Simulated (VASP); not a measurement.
# SiC (Cm) in VASP: a series of runs

SiC is run at these levels: PBE; tasks: single point.

All numbers are computed with VASP 6.6.1; they aren't measurements. Logs are shortened: lines on timing, memory, paths and dates and some standing lists are left out, and cuts for length are marked.

### Step 1. The cell of the first run

It takes space group Cm (No. 8, monoclinic). Conventional cell: a = 5.325 Å, b = 3.075 Å, c = 3.075 Å, α = 90.00°, β = 125.26°, γ = 90.00°. Within 2.0 Å of Si (site symmetry m) lie 3 C at 1.50 to 1.95 Å. C (site symmetry m) has 3 Si at 1.50 to 1.95 Å within 2.0 Å.

### Step 2. Single point, PBE

The input, INCAR:

```
SYSTEM = SiC
PREC = Accurate ; ENCUT = 520
EDIFF = 1E-6 ; ISMEAR = 0
SIGMA = 0.05 ; LREAL = .False.
LASPH = .True. ; NELM = 80
ALGO = Normal ; ISIF = 2
LWAVE = .False. ; LCHARG = .True.
GGA = PE ; LELF = .True.
LVHAR = .True. ; NBANDS = 11
```

The input, KPOINTS:

```
Automatic mesh
0
Gamma
  12 12 12
  0 0 0
```

The input, POSCAR:

```
SiC
1.0
    0.0000000000      2.1740000000      2.1740000000
    2.1740000000      0.0000000000      2.1740000000
    2.1740000000      2.1740000000      0.0000000000
Si C
1 1
Direct
    0.1626280546      0.0000000000      0.0000000000
    0.7500000000      0.7500000000      0.7500000000
```

Potentials or basis: VASP PAW PBE potentials, release 64 (Si, C).

On the command line:

```
> cat potpaw_PBE.64/Si/POTCAR potpaw_PBE.64/C/POTCAR > POTCAR
> mpirun -np 1 vasp_std > vasp.out
```

OUTCAR:

```text
SYSTEM = SiC
   PREC = Accurate
   ENCUT = 520
   EDIFF = 1E-6
   ISMEAR = 0
   LREAL = .False.
   LASPH = .True.
   NELM = 80
   ISIF = 2
   GGA = PE

 ion  position               nearest neighbor table
   1  0.163  0.000  0.000-   2 1.50   2 1.95   2 1.95   2 2.31
   2  0.750  0.750  0.750-   1 1.50   1 1.95   1 1.95   1 2.31

  LATTYP: Found a face centered cubic cell.
 ALAT       =     4.3480000000

  Lattice vectors:

 A1 = (   0.0000000000,   2.1740000000,   2.1740000000)
 A2 = (   2.1740000000,   0.0000000000,   2.1740000000)
 A3 = (   2.1740000000,   2.1740000000,   0.0000000000)

Analysis of symmetry for initial positions (statically):
=====================================================================
 Subroutine PRICEL returns:
 Original cell was already a primitive cell.

 Routine SETGRP: Setting up the symmetry group for a
 face centered cubic supercell.

 Subroutine GETGRP returns: Found  2 space group operations
 (whereof  2 operations were pure point group operations)
 out of a pool of 48 trial point group operations.

The static configuration has the point symmetry C_1h.

Analysis of symmetry for dynamics (positions and initial velocities):
=====================================================================
 Subroutine PRICEL returns:
 Original cell was already a primitive cell.

 Routine SETGRP: Setting up the symmetry group for a
 face centered cubic supercell.

 Subroutine GETGRP returns: Found  2 space group operations
 (whereof  2 operations were pure point group operations)
 out of a pool of 48 trial point group operations.

The dynamic configuration has the point symmetry C_1h.

 Subroutine INISYM returns: Found  2 space group operations
 (whereof  2 operations are pure point group operations),
 and found     1 'primitive' translations

----------------------------------------------------------------------------------------

                                     Primitive cell

  volume of cell :      20.5498

  direct lattice vectors                    reciprocal lattice vectors
     0.000000000  2.174000000  2.174000000    -0.229990800  0.229990800  0.229990800
     2.174000000  0.000000000  2.174000000     0.229990800 -0.229990800  0.229990800
     2.174000000  2.174000000  0.000000000     0.229990800  0.229990800 -0.229990800

  length of vectors
     3.074500285  3.074500285  3.074500285     0.398355752  0.398355752  0.398355752

  position of ions in fractional coordinates (direct lattice)
     0.162628055  0.000000000  0.000000000
     0.750000000  0.750000000  0.750000000

  ion indices of the primitive-cell ions
   primitive index   ion index
                 1           1
                 2           2

----------------------------------------------------------------------------------------

 KPOINTS: Automatic mesh

Automatic generation of k-mesh.
 Grid dimensions read from file:
 generate k-points for:   12   12   12

 Generating k-lattice:

  Cartesian coordinates                     Fractional coordinates (reciprocal lattice)
    -0.019165900  0.019165900  0.019165900     0.083333333  0.000000000  0.000000000
     0.019165900 -0.019165900  0.019165900     0.000000000  0.083333333  0.000000000
     0.019165900  0.019165900 -0.019165900     0.000000000  0.000000000  0.083333333

  Length of vectors
     0.033196313  0.033196313  0.033196313

  Shift w.r.t. Gamma in fractional coordinates (k-lattice)
     0.000000000  0.000000000  0.000000000

 Subroutine IBZKPT returns following result:
 ===========================================

 Found    476 irreducible k-points:

 Following reciprocal coordinates:
            Coordinates               Weight
  0.000000  0.000000  0.000000      1.000000
  0.083333  0.000000  0.000000      2.000000
  0.000000  0.083333  0.000000      4.000000
  0.083333  0.083333  0.083333      2.000000
  0.166667  0.000000  0.000000      2.000000
  0.000000  0.166667  0.000000      4.000000
[... 16 lines left out ...]
  0.000000  0.166667  0.083333      4.000000
  0.083333  0.000000  0.166667      4.000000
 [... further k-points ...]
   k-points           NKPTS =    476   k-points in BZ     NKDIM =    476   number of bands    NBANDS=     11
   number of dos      NEDOS =    301   number of ions     NIONS =      2
   total plane-waves  NPLWV =  13824
   dimension x,y,z NGX =    24 NGY =   24 NGZ =   24
   dimension x,y,z NGXF=    48 NGYF=   48 NGZF=   48
   ions per type =               1   1
   NGX,Y,Z   is equivalent  to a cutoff of  12.98, 12.98, 12.98 a.u.
   NGXF,Y,Z  is equivalent  to a cutoff of  25.95, 25.95, 25.95 a.u.
 SYSTEM =  SiC
   PREC   = accura    normal or accurate (medium, high low for compatibility)
   ISTART =      0    job   : 0-new  1-cont  2-samecut
   ICHARG =      2    charge: 1-file 2-atom 10-const
   ISPIN  =      1    spin polarized calculation?
   LNONCOLLINEAR =      F non collinear calculations
   LSORBIT =      F    spin-orbit coupling
   LASPH  =      T    aspherical Exc in radial PAW
   ENCUT  =  520.0 eV  38.22 Ry    6.18 a.u.   5.72  5.72  5.72*2*pi/ulx,y,z
   NELM   =     80;   NELMIN=  2; NELMDL= -5     # of ELM steps
   EDIFF  = 0.1E-05   stopping-criterion for ELM
   LREAL  =      F    real-space projection
   EDIFFG = 0.1E-04   stopping-criterion for IOM
   NSW    =      0    number of steps for IOM
   IBRION =     -1    ionic relax: 0-MD 1-quasi-New 2-CG
   NFREE  =      0    steps in history (QN), initial steepest desc. (CG)
   ISIF   =      2    stress and relaxation
   ISYM   =      2    0-nonsym 1-usesym 2-fastsym
   POTIM  = 0.5000    time-step for ionic-motion
   TEBEG  =    0.0;   TEEND  =   0.0 temperature during run
   PSTRESS=    0.0 pullay stress
   NELECT =       8.0000    total number of electrons
   NUPDOWN=      -1.0000    fix difference up-down
   EMIN   =  10.00;   EMAX   =-10.00  energy-range for DOS
   EFERMI =   0.00;   METHOD = LEGACY
   ISMEAR =     0;   SIGMA  =   0.05  broadening in eV -4-tet -1-fermi 0-gaus
   EFERMI_NEDOS =   21; number of points for ismear=-14 and -15
   IALGO  =     38    algorithm
   IMIX   =      4    mixing-type and parameters
     AMIX     =   0.40;   BMIX     =  1.00
     AMIX_MAG =   1.60;   BMIX_MAG =  1.00
  volume/ion in A,a.u.               =      10.27        69.34
  Fermi-wavevector in a.u.,A,eV,Ry     =   1.195369  2.258920 19.441458  1.428907
  Thomas-Fermi vector in A             =   2.331336
   LORBIT       =      0    0 simple, 1 ext, 2 COOP (PROOUT), +10 PAW based schemes
   GGA     = PE    functional components
   LHFCALC =     F    Hartree Fock is set to
   AEXX    =    0.0000 exact exchange contribution
   IVDW    =     0    specifies the selected vdW correction
   LEPSILON=     F    determine dielectric tensor
   LRPA    =     F    only Hartree local field effects (RPA)
 non-spin polarized calculation
 Gauss-broadening in eV      SIGMA  =   0.05
  energy-cutoff  :      520.00
  volume of cell :       20.55
 maximum number of plane-waves:       568
   NGX = 11   NGY = 11   NGZ = 11

 number of electron       8.0000001 magnetization

 Free energy of the ion-electron system (eV)
  ---------------------------------------------------
  ext. energy  EPLUGINS =         0.00000000
  ---------------------------------------------------
  free energy    TOTEN  =       -12.39083744 eV

  energy without entropy =      -12.39067796  energy(sigma->0) =      -12.39075770

 E-fermi :   9.2218     XC(G=0): -11.3797

 val. band max:        9.2078982814   @ k =   0.0833   0.0000   0.0000
 cond. band min:       9.2386731522   @ k =   0.0000   0.0833   0.0000
 fundamental gap:      0.0307748708
 Fermi energy:         9.2217576909

 k-point     1 :       0.0000    0.0000    0.0000
  band No.  band energies     occupation
      1      -7.3984      2.00000
      2       5.9368      2.00000
      3       8.1628      2.00000
      4       9.3372      0.00109
      5      13.5211      0.00000
      6      15.0457      0.00000
      7      16.1398      0.00000
      8      16.9613      0.00000
      9      22.0552      0.00000
     10      22.4156      0.00000
     11      22.7628      0.00000

 k-point     2 :       0.0833    0.0000    0.0000
  band No.  band energies     occupation
      1      -7.2610      2.00000
      2       5.4856      2.00000
      3       8.0333      2.00000
      4       9.2079      1.30494
      5      13.7550      0.00000
      6      15.4028      0.00000
      7      15.8084      0.00000
      8      17.1749      0.00000
      9      21.0664      0.00000
     10      21.6409      0.00000
     11      23.6851      0.00000

 k-point     3 :       0.0000    0.0833    0.0000
  band No.  band energies     occupation
      1      -7.2648      2.00000
      2       5.7265      2.00000
      3       7.7146      2.00000
      4       9.2387      0.63234
      5      13.6776      0.00000
      6      14.9170      0.00000
      7      15.9698      0.00000
      8      17.5753      0.00000
      9      21.5383      0.00000
     10      21.9078      0.00000
     11      23.2369      0.00000

 k-point     4 :       0.0833    0.0833    0.0833
  band No.  band energies     occupation
      1      -7.2687      2.00000
      2       5.8473      2.00000
      3       8.1040      2.00000
      4       8.5245      2.00000
      5      13.9351      0.00000
      6      15.0264      0.00000
      7      15.9191      0.00000
      8      17.2570      0.00000
      9      21.9294      0.00000
     10      22.1835      0.00000
     11      22.7912      0.00000
[... 239 lines left out ...]
 k-point    22 :       0.1667    0.0833    0.0000
  band No.  band energies     occupation
      1      -6.9036      2.00000
      2       4.7484      2.00000
      3       7.6310      2.00000
      4       8.5183      2.00000
      5      14.1767      0.00000
      6      14.8086      0.00000
      7      16.5983      0.00000
      8      17.5657      0.00000
      9      19.7317      0.00000
     10      21.6694      0.00000
     11      24.7234      0.00000

 k-point    23 :       0.0000    0.1667    0.0833
  band No.  band energies     occupation
      1      -6.9117      2.00000
      2       5.0583      2.00000
      3       7.1622      2.00000
      4       8.7281      2.00000
      5      13.9282      0.00000
      6      14.7242      0.00000
      7      15.9884      0.00000
      8      17.9004      0.00000
      9      20.2761      0.00000
     10      22.5886      0.00000
     11      23.9724      0.00000

 k-point    24 :       0.0833    0.0000    0.1667
  band No.  band energies     occupation
      1      -6.9154      2.00000
      2       5.3318      2.00000
      3       6.9007      2.00000
      4       8.5656      2.00000
      5      13.6813      0.00000
      6      14.7048      0.00000
      7      16.3790      0.00000
      8      18.0993      0.00000
      9      20.3440      0.00000
     10      22.7244      0.00000
     11      24.1041      0.00000

 [... further k-points ...]

------------------------ aborting loop because EDIFF is reached ----------------------------------------

  FORCE on cell =-STRESS in cart. coord.  units (eV):
  Direction    XX          YY          ZZ          XY          YZ          ZX
  --------------------------------------------------------------------------------------
  -------------------------------------------------------------------------------------
  Total        8.6362598      3.2607819      3.2607819     -5.0015479      4.2376822     -5.0015481
  in kB      673.3295404    254.2281989    254.2281989   -389.9477312    330.3926315   -389.9477501
  external PRESSURE =     393.9286461 kB  Pullay stress =       0.0000000 kB

 VOLUME and BASIS-vectors are now :
 -----------------------------------------------------------------------------
  energy-cutoff  :      520.00
  volume of cell :       20.55
      direct lattice vectors                 reciprocal lattice vectors
     0.000000000  2.174000000  2.174000000    -0.229990800  0.229990800  0.229990800
     2.174000000  0.000000000  2.174000000     0.229990800 -0.229990800  0.229990800
     2.174000000  2.174000000  0.000000000     0.229990800  0.229990800 -0.229990800

 POSITION                                       TOTAL-FORCE (eV/Angst)
 -----------------------------------------------------------------------------------
      0.00000      0.35355      0.35355         9.843676     -8.124907     -8.124907
      3.26100      3.26100      3.26100        -9.843676      8.124907      8.124907
 -----------------------------------------------------------------------------------
    total drift:                                0.000084     -0.000053     -0.000053

  FREE ENERGIE OF THE ION-ELECTRON SYSTEM (eV)
  ---------------------------------------------------
  free  energy   TOTEN  =       -12.3908374445 eV

  energy  without entropy=      -12.3906779594  energy(sigma->0) =      -12.39075770
```

It took 99 s on 1 thread of Intel Xeon 8259CL, shared host; peak memory 0.22 GiB.

Results:

- Free energy: -12.3908 eV
- Pressure: 39.4 GPa
- Largest force: 15.130 eV/Å
- Band gap on the k mesh: zero (bands 4 and 5 overlap by 0.57 eV)

Forces on the atoms (eV/Å):
```
Si   9.844 -8.125 -8.125
C   -9.844  8.125  8.125
```

Caveat: the cell differs from its parent crystal (all Si atoms moved -0.500 Å, as atom 1 towards its neighbour atom 1 (Si) at 3.075 Å); the stress differs along the axes, from 25 to 67 GPa; semilocal functionals underestimate gaps, and a narrow one can read as zero; forces of over 1 eV/Å act on the atoms, so gaps and moduli don't describe the material at rest.

### Step 3. Single point, PBE

The input, INCAR:

```
SYSTEM = SiC
PREC = Accurate
ENCUT = 520
EDIFF = 1E-6
ISMEAR = 0
SIGMA = 0.05
LREAL = .False.
LASPH = .True.
NELM = 100
ALGO = Normal
ISIF = 2
LWAVE = .False.
LCHARG = .False.
GGA = PE
NBANDS = 11
```

KPOINTS is that of step 2.

POSCAR: that of step 2 with these lines changed.

```diff
@@ -8,3 +8,3 @@
 Direct
-    0.1626280546      0.0000000000      0.0000000000
+    0.0813140273      0.0000000000      0.0000000000
     0.7500000000      0.7500000000      0.7500000000
```

Potentials or basis: VASP PAW PBE potentials, release 64 (Si, C).

On the command line:

```
> cat potpaw_PBE.64/Si/POTCAR potpaw_PBE.64/C/POTCAR > POTCAR
> mpirun -np 1 vasp_std > vasp.out
```

It took 1.8 min on 1 thread of Intel Xeon 8259CL, shared host; peak memory 0.22 GiB.

The run converged. Its results:

```
Free energy            : -14.4299 eV
Pressure               : 12.6 GPa
Largest force          : 5.591 eV/Å
Band gap on the k mesh : 0.21 eV (least direct gap 4.00 eV)
```

Forces on the atoms (eV/Å):
```
Si   2.262 -3.616 -3.616
C   -2.262  3.616  3.616
```

Stress tensor (GPa, compression positive):
```
 17.38 -13.88 -13.88
-13.88  10.26   9.25
-13.88   9.25  10.26
```

Levels at points of the mesh, in eV from the valence-band top:
| k point | band 1 | band 2 | band 3 | band 4 | band 5 | band 6 | band 7 | band 8 |
| --- | --- | --- | --- | --- | --- | --- | --- | --- |
| (0.00, 0.00, 0.00) | -16.44 | -2.19 | -0.93 | 0.00 | 5.07 | 6.24 | 6.29 | 7.08 |
| (0.50, 0.00, 0.00) | -12.59 | -10.21 | -2.17 | -1.26 | 4.38 | 6.07 | 7.25 | 8.86 |
| (0.00, 0.50, 0.00) | -12.90 | -9.52 | -2.86 | -1.08 | 4.14 | 5.34 | 7.31 | 9.11 |
| (0.50, 0.50, 0.50) | -13.13 | -8.90 | -2.93 | -1.78 | 4.48 | 5.32 | 6.65 | 9.04 |
| (0.50, 0.50, 0.00) | -11.50 | -8.74 | -4.53 | -3.73 | 0.27 | 3.26 | 12.88 | 13.35 |
| (0.00, 0.50, 0.50) | -11.46 | -8.89 | -4.14 | -3.84 | 0.21 | 3.08 | 12.84 | 13.36 |

Caveat: the cell differs from its parent crystal (all Si atoms moved -0.250 Å, as atom 1 towards its neighbour atom 1 (Si) at 3.075 Å); the stress differs along the axes, from 10 to 17 GPa; semilocal functionals underestimate gaps, and a narrow one can read as zero; forces of over 1 eV/Å act on the atoms, so gaps and moduli don't describe the material at rest. A k mesh can miss the band edges.

### Step 4. Single point, PBE

The input, INCAR:

```
SYSTEM = SiC
PREC = Accurate
ENCUT = 520
EDIFF = 1E-7
ISMEAR = 0
SIGMA = 0.05
LREAL = .FALSE.
LASPH = .TRUE.
NELM = 80
ALGO = Normal
ISIF = 2
LWAVE = .FALSE.
LCHARG = .FALSE.
GGA = PE
NBANDS = 11
```

The input, KPOINTS:

```
Automatic mesh
0
G
  12 12 12
  0 0 0
```

POSCAR: that of step 3 with these lines changed.

```diff
@@ -8,3 +8,3 @@
 Direct
-    0.0813140273      0.0000000000      0.0000000000
+   -0.1016425341      0.0000000000      0.0000000000
     0.7500000000      0.7500000000      0.7500000000
```

On the command line:

```
> cat potpaw_PBE.64/Si/POTCAR potpaw_PBE.64/C/POTCAR > POTCAR
> mpirun -np 1 vasp_std > vasp.out
```

Run time: 1.9 min. Hardware: 1 thread of Intel Xeon 8259CL, shared host; peak memory 0.22 GiB.

The run converged. Its results:

```yaml
Free_energy: -14.0659 eV
Pressure: 17.3 GPa
Largest_force: 7.470 eV/Å
Band_gap_on_the_k_mesh: zero (bands 4 and 5 overlap by 0.02 eV)
```

Forces on the atoms (eV/Å):
```
Si   3.591  4.632  4.632
C   -3.591 -4.632 -4.632
```

Stress tensor (GPa, compression positive):
```
25.37 18.67 18.67
18.67 13.30 14.15
18.67 14.15 13.30
```

Levels at points of the mesh, in eV from the Fermi level:
```csv
k point,band 1,band 2,band 3,band 4,band 5,band 6,band 7,band 8
"(0.00, 0.00, 0.00)",-16.57,-2.59,-1.04,0.01,4.81,6.05,6.28,7.16
"(0.50, 0.00, 0.00)",-13.33,-8.90,-3.26,-1.84,4.33,4.98,6.61,8.87
"(0.00, 0.50, 0.00)",-13.06,-9.63,-3.14,-1.00,3.81,5.07,7.33,9.03
"(0.50, 0.50, 0.50)",-12.68,-10.46,-2.32,-1.25,4.18,5.93,7.34,8.60
"(0.50, 0.50, 0.00)",-11.70,-8.84,-4.71,-3.76,0.08,3.08,12.53,13.31
"(0.00, 0.50, 0.50)",-11.64,-9.05,-4.25,-3.81,-0.01,2.83,12.40,13.34
```

Caveat: the cell differs from its parent crystal (all Si atoms moved +0.312 Å, as atom 1 towards its neighbour atom 1 (Si) at 3.075 Å); the stress differs along the axes, from 13 to 25 GPa; semilocal functionals underestimate gaps, and a narrow one can read as zero; forces of over 1 eV/Å act on the atoms, so gaps and moduli don't describe the material at rest.

(Part 1 of 2 ends here.)

The gap in the log of VASP goes by the Fermi energy; the results here count the filled bands.